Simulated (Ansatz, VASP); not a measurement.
# Cd: VASP beside Ansatz

Contents of INCAR:

```
ALGO = Normal
EDIFF = 1E-8
ENCUT = 520
GGA = PE
ISIF = 2
ISMEAR = -1
LASPH = True
LCHARG = False
LEFG = True
LREAL = False
LWAVE = False
NBANDS = 19
NELM = 60
PREC = Accurate
SIGMA = 0.05
```

The input KPOINTS:

```
k-points
0
Gamma
  13 13 6
```

Contents of POSCAR:

```
Cd
1.0
    2.9788725081      0.0000000000      0.0000000000
   -1.4894362540      2.5797792666      0.0000000000
    0.0000000000      0.0000000000      5.6176500000
Cd
2
Direct
    0.3333333333      0.6666666667      0.2500000000
    0.6666666667      0.3333333333      0.7500000000
```

Input for Ansatz:

```yaml
crystal:
  lattice:
    - [2.9788725081, 0.0, 0.0]
    - [-1.489436254, 2.5797792666, 0.0]
    - [0.0, 0.0, 5.61765]
  atoms:
    - { symbol: Cd, position: [0.3333333333, 0.6666666667, 0.25] }
    - { symbol: Cd, position: [0.6666666667, 0.3333333333, 0.75] }
kpoints:
  mp_grid: { grid: [13, 13, 6] }
scf:
  occupations: { method: fermi_dirac, width: 0.05 }
hamiltonian:
  xc: pbe
  pseudopotentials: { kind: paw }
output:
  forces: true
  stress: true
  populations: true
  efg: { contact_densities: true }
```

Alike in both runs: task electric field gradients; functional PBE; k mesh 13 × 13 × 6; occupations fermi-dirac, width 0.05 eV; no spin polarisation.

|  | VASP | Ansatz |
| --- | --- | --- |
| version | VASP 6.6.1 | Ansatz 0.2.0 |
| potentials or method | VASP PAW PBE potentials, release 64 (Cd) | plane-wave PAW, scalar-relativistic |
| plane-wave cutoff (eV) | 520 | 420 |
| valence electrons in the cell | 24 | 40 |

```tsv
	VASP	Ansatz	Ansatz less VASP
pressure (GPa)	3.1	2.8	-0.34
traceless stress, the component that is largest in VASP (GPa)	-1.01	-0.87	+0.144
size of Vzz on the site where it differs most (V/Å²)	79.3	73.3	-5.93
```

The functional is the same, so the differences come from potentials, cutoffs and numerics. VASP's potentials hold 24 valence electrons a cell and Ansatz's 40, so a difference there can come from the potentials and not from the codes.
